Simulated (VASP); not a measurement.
# KTaO3 (m) (Pm-3m) in VASP: a series of runs, part 2 of 2

VASP 6.6.1. The steps go on from the part before.

## (3) Single point, PBE

This run uses another cell than the first one, of 13.04 Å³/atom, 1.022 times its volume.

Input file INCAR:

```
SYSTEM = KTaO3
PREC = Accurate
ENCUT = 600
EDIFF = 1E-6
ISMEAR = 0
SIGMA = 0.02
LREAL = .False.
LASPH = .True.
NELM = 120
ALGO = Normal
ISIF = 2
LWAVE = .False.
LCHARG = .False.
GGA = PE
NBANDS = 27
GGA_COMPAT = .False.
```

Input file KPOINTS:

```
regular mesh
0
Gamma
  8 8 8
  0 0 0
```

Input file POSCAR:

```
KTaO3
1.0
    4.0243719462      0.0000000000      0.0000000000
    0.0000000000      4.0243719462      0.0000000000
    0.0000000000      0.0000000000      4.0243719462
K Ta O
1 1 3
Direct
    0.0000000000      0.0000000000      0.0000000000
    0.5000000000      0.5000000000      0.5000000000
    0.5000000000      0.5000000000      0.0000000000
    0.5000000000      0.0000000000      0.5000000000
    0.0000000000      0.5000000000      0.5000000000
```

Potentials or basis: VASP PAW PBE potentials, release 64 (K_sv, Ta_pv, O).

On the command line:

```sh
$ cat potpaw_PBE.64/K_sv/POTCAR potpaw_PBE.64/Ta_pv/POTCAR potpaw_PBE.64/O/POTCAR > POTCAR
$ mpirun -np 1 vasp_std > vasp.out
```

OUTCAR:

```text
SYSTEM = KTaO3
   PREC = Accurate
   ENCUT = 600
   EDIFF = 1E-6
   ISMEAR = 0
   LREAL = .False.
   LASPH = .True.
   NELM = 120
   ISIF = 2
   GGA = PE

 ion  position               nearest neighbor table
   1  0.000  0.000  0.000-   3 2.85   4 2.85   5 2.85   4 2.85   5 2.85   3 2.85   5 2.85   5 2.85
                             3 2.85   4 2.85   4 2.85   3 2.85   2 3.49   2 3.49   2 3.49   2 3.49
   2  0.500  0.500  0.500-   3 2.01   4 2.01   5 2.01   3 2.01   4 2.01   5 2.01   1 3.49   1 3.49
                             1 3.49   1 3.49   1 3.49   1 3.49   1 3.49   1 3.49
   3  0.500  0.500  0.000-   2 2.01   2 2.01   1 2.85   1 2.85   1 2.85   1 2.85
   4  0.500  0.000  0.500-   2 2.01   2 2.01   1 2.85   1 2.85   1 2.85   1 2.85
   5  0.000  0.500  0.500-   2 2.01   2 2.01   1 2.85   1 2.85   1 2.85   1 2.85

  LATTYP: Found a simple cubic cell.
 ALAT       =     4.0243719462

  Lattice vectors:

 A1 = (   4.0243719462,   0.0000000000,   0.0000000000)
 A2 = (   0.0000000000,   4.0243719462,   0.0000000000)
 A3 = (   0.0000000000,   0.0000000000,   4.0243719462)

Analysis of symmetry for initial positions (statically):
=====================================================================
 Subroutine PRICEL returns:
 Original cell was already a primitive cell.

 Routine SETGRP: Setting up the symmetry group for a
 simple cubic supercell.

 Subroutine GETGRP returns: Found 48 space group operations
 (whereof 48 operations were pure point group operations)
 out of a pool of 48 trial point group operations.

The static configuration has the point symmetry O_h .

Analysis of symmetry for dynamics (positions and initial velocities):
=====================================================================
 Subroutine PRICEL returns:
 Original cell was already a primitive cell.

 Routine SETGRP: Setting up the symmetry group for a
 simple cubic supercell.

 Subroutine GETGRP returns: Found 48 space group operations
 (whereof 48 operations were pure point group operations)
 out of a pool of 48 trial point group operations.

The dynamic configuration has the point symmetry O_h .

 Subroutine INISYM returns: Found 48 space group operations
 (whereof 48 operations are pure point group operations),
 and found     1 'primitive' translations

----------------------------------------------------------------------------------------

                                     Primitive cell

  volume of cell :      65.1770

  direct lattice vectors                    reciprocal lattice vectors
     4.024371946  0.000000000  0.000000000     0.248485978  0.000000000  0.000000000
     0.000000000  4.024371946  0.000000000     0.000000000  0.248485978  0.000000000
     0.000000000  0.000000000  4.024371946     0.000000000  0.000000000  0.248485978

  length of vectors
     4.024371946  4.024371946  4.024371946     0.248485978  0.248485978  0.248485978

  position of ions in fractional coordinates (direct lattice)
     0.000000000  0.000000000  0.000000000
     0.500000000  0.500000000  0.500000000
     0.500000000  0.500000000  0.000000000
     0.500000000  0.000000000  0.500000000
     0.000000000  0.500000000  0.500000000

  ion indices of the primitive-cell ions
   primitive index   ion index
[... 21 lines left out ...]
  Length of vectors
     0.031060747  0.031060747  0.031060747

  Shift w.r.t. Gamma in fractional coordinates (k-lattice)
     0.000000000  0.000000000  0.000000000

 Subroutine IBZKPT returns following result:
 ===========================================

 Found     35 irreducible k-points:

 Following reciprocal coordinates:
            Coordinates               Weight
  0.000000  0.000000  0.000000      1.000000
  0.125000  0.000000  0.000000      6.000000
  0.250000  0.000000  0.000000      6.000000
  0.375000  0.000000  0.000000      6.000000
  0.500000  0.000000  0.000000      3.000000
  0.125000  0.125000  0.000000     12.000000
[... 16 lines left out ...]
  0.375000  0.375000  0.125000     24.000000
  0.500000  0.375000  0.125000     24.000000
 [... further k-points ...]
   k-points           NKPTS =     35   k-points in BZ     NKDIM =     35   number of bands    NBANDS=     27
   number of dos      NEDOS =    301   number of ions     NIONS =      5
   total plane-waves  NPLWV =  32768
   dimension x,y,z NGX =    32 NGY =   32 NGZ =   32
   dimension x,y,z NGXF=    64 NGYF=   64 NGZF=   64
   ions per type =               1   1   3
   NGX,Y,Z   is equivalent  to a cutoff of  13.22, 13.22, 13.22 a.u.
   NGXF,Y,Z  is equivalent  to a cutoff of  26.44, 26.44, 26.44 a.u.
 SYSTEM =  KTaO3
   PREC   = accura    normal or accurate (medium, high low for compatibility)
   ISTART =      0    job   : 0-new  1-cont  2-samecut
   ICHARG =      2    charge: 1-file 2-atom 10-const
   ISPIN  =      1    spin polarized calculation?
   LNONCOLLINEAR =      F non collinear calculations
   LSORBIT =      F    spin-orbit coupling
   LASPH  =      T    aspherical Exc in radial PAW
   ENCUT  =  600.0 eV  44.10 Ry    6.64 a.u.   8.04  8.04  8.04*2*pi/ulx,y,z
   NELM   =    120;   NELMIN=  2; NELMDL= -5     # of ELM steps
   EDIFF  = 0.1E-05   stopping-criterion for ELM
   LREAL  =      F    real-space projection
   EDIFFG = 0.1E-04   stopping-criterion for IOM
   NSW    =      0    number of steps for IOM
   IBRION =     -1    ionic relax: 0-MD 1-quasi-New 2-CG
   NFREE  =      0    steps in history (QN), initial steepest desc. (CG)
   ISIF   =      2    stress and relaxation
   ISYM   =      2    0-nonsym 1-usesym 2-fastsym
   POTIM  = 0.5000    time-step for ionic-motion
   TEBEG  =    0.0;   TEEND  =   0.0 temperature during run
   PSTRESS=    0.0 pullay stress
   NELECT =      38.0000    total number of electrons
   NUPDOWN=      -1.0000    fix difference up-down
   EMIN   =  10.00;   EMAX   =-10.00  energy-range for DOS
   EFERMI =   0.00;   METHOD = LEGACY
   ISMEAR =     0;   SIGMA  =   0.02  broadening in eV -4-tet -1-fermi 0-gaus
   EFERMI_NEDOS =   21; number of points for ismear=-14 and -15
   IALGO  =     38    algorithm
   IMIX   =      4    mixing-type and parameters
     AMIX     =   0.40;   BMIX     =  1.00
     AMIX_MAG =   1.60;   BMIX_MAG =  1.00
  volume/ion in A,a.u.               =      13.04        87.97
  Fermi-wavevector in a.u.,A,eV,Ry     =   1.367638  2.584462 25.448806  1.870434
  Thomas-Fermi vector in A             =   2.493673
   LORBIT       =      0    0 simple, 1 ext, 2 COOP (PROOUT), +10 PAW based schemes
   GGA     = PE    functional components
   LHFCALC =     F    Hartree Fock is set to
   AEXX    =    0.0000 exact exchange contribution
   IVDW    =     0    specifies the selected vdW correction
   LEPSILON=     F    determine dielectric tensor
   LRPA    =     F    only Hartree local field effects (RPA)
 non-spin polarized calculation
 Gauss-broadening in eV      SIGMA  =   0.02
  energy-cutoff  :      600.00
  volume of cell :       65.18
 maximum number of plane-waves:      2216
   NGX = 17   NGY = 17   NGZ = 17

 number of electron      38.0000006 magnetization

 Free energy of the ion-electron system (eV)
  ---------------------------------------------------
  ext. energy  EPLUGINS =         0.00000000
  ---------------------------------------------------
  free energy    TOTEN  =       -41.07551544 eV

  energy without entropy =      -41.07551544  energy(sigma->0) =      -41.07551544

 E-fermi :   1.7875     XC(G=0): -10.7337

 val. band max:        1.6173913919   @ k =   0.5000   0.5000   0.5000
 cond. band min:       3.7342777780   @ k =   0.0000   0.0000   0.0000
 fundamental gap:      2.1168863862
 Fermi energy:         1.7874640695

 k-point     1 :       0.0000    0.0000    0.0000
  band No.  band energies     occupation
      1     -32.6276      2.00000
      2     -32.6276      2.00000
      3     -32.6276      2.00000
      4     -25.7276      2.00000
      5     -15.8363      2.00000
      6     -15.1385      2.00000
[... 709 lines left out ...]
     26      12.2599      0.00000
     27      12.2722      0.00000

 [... further k-points ...]
[... 5 lines left out ...]
  --------------------------------------------------------------------------------------
  -------------------------------------------------------------------------------------
  Total        0.1708340      0.1708340      0.1708340      0.0000000     -0.0000000      0.0000000
  in kB        4.1994330      4.1994330      4.1994330      0.0000000     -0.0000000      0.0000000
  external PRESSURE =       4.1994330 kB  Pullay stress =       0.0000000 kB

 VOLUME and BASIS-vectors are now :
 -----------------------------------------------------------------------------
  energy-cutoff  :      600.00
  volume of cell :       65.18
      direct lattice vectors                 reciprocal lattice vectors
     4.024371946  0.000000000  0.000000000     0.248485978  0.000000000  0.000000000
     0.000000000  4.024371946  0.000000000     0.000000000  0.248485978  0.000000000
     0.000000000  0.000000000  4.024371946     0.000000000  0.000000000  0.248485978

 POSITION                                       TOTAL-FORCE (eV/Angst)
 -----------------------------------------------------------------------------------
      0.00000      0.00000      0.00000         0.000000      0.000000      0.000000
      2.01219      2.01219      2.01219         0.000000      0.000000      0.000000
      2.01219      2.01219      0.00000         0.000000      0.000000      0.000000
      2.01219      0.00000      2.01219         0.000000      0.000000      0.000000
      0.00000      2.01219      2.01219         0.000000      0.000000      0.000000
 -----------------------------------------------------------------------------------
    total drift:                                0.000000     -0.000000     -0.000000

  FREE ENERGIE OF THE ION-ELECTRON SYSTEM (eV)
  ---------------------------------------------------
  free  energy   TOTEN  =       -41.0755154424 eV

  energy  without entropy=      -41.0755154424  energy(sigma->0) =      -41.07551544
```

stdout:

```text
POSCAR found type information on POSCAR K TaO
 POSCAR found :  3 types and       5 ions
 scaLAPACK will be used
 LDA part: xc-table for (Slater+PW92), standard interpolation
 POSCAR, INCAR and KPOINTS ok, starting setup
 FFT: planning ... GRIDC
 FFT: planning ... GRID_SOFT
 FFT: planning ... GRID
 WAVECAR not read
 entering main loop
```

It took 20 s on 1 thread of Intel Xeon 6975P-C (Granite Rapids), shared host; peak memory 0.22 GiB.

What came out:

```yaml
Free_energy: -41.0755 eV
Pressure: 0.4 GPa
Band_gap_on_the_k_mesh: 2.12 eV, indirect (least direct gap 2.75 eV)
```

Levels at points of the mesh, in eV from the valence-band top:
```
           k point  band 16  band 17  band 18  band 19  band 20  band 21  band 22  band 23
(0.00, 0.00, 0.00)    -1.02    -0.63    -0.63    -0.63     2.12     2.12     2.12     6.41
(0.50, 0.00, 0.00)    -2.08    -1.45    -0.85    -0.85     2.26     4.84     4.84     6.49
(0.50, 0.50, 0.00)    -1.70    -1.40    -1.40    -0.04     4.88     4.88     6.12     7.32
(0.50, 0.50, 0.50)    -3.82     0.00     0.00     0.00     6.23     6.23     6.23     8.84
```

Caveat: spin-orbit coupling is left out, which moves the levels of the heavy elements.
